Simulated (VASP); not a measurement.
Runs of VASP 6.6.1 on Ni. The structure is that of space group Pm-3m (No. 221), or close to it. The cells are those of the table. 

```tsv
task	cell	cutoff (eV)	gap on the mesh (eV)	pressure (GPa)	moment (μB)
relaxation of cell and atoms	relaxed to 20 GPa from a = 2.290 Å, 1 atom	600	none	20.1	0.57
single point	a = 2.295 Å, 1 atom	520	none	0.0	0.64
single point	a = 2.194 Å, 1 atom	520	none	29.6	(a)
single point	a = 2.221 Å, 1 atom	520	none	19.7	0.57
relaxation of cell and atoms	relaxed to 10 GPa from a = 2.290 Å, 1 atom	600	none	9.9	0.61
relaxation of cell and atoms	relaxed from a = 2.290 Å, 1 atom	600	none	0.0	0.64
single point	a = 2.254 Å, 1 atom	520	none	9.8	0.61
```

Alike in all rows: level PBEsol; potentials or basis VASP PAW PBE potentials, release 64 (Ni); spin collinear, ferromagnetic start; k mesh 8 × 8 × 8; smearing fermi-dirac 0.1 eV.

Estimate the missing entries.

(a) 0.53.

Caveats: the PAW data sets were made with another functional, which shifts forces and pressure a little; the cell is relaxed towards a set pressure, so the enthalpy falls and the energy may rise (some runs).

A gap of «none» marks levels without a gap at the run's occupations.
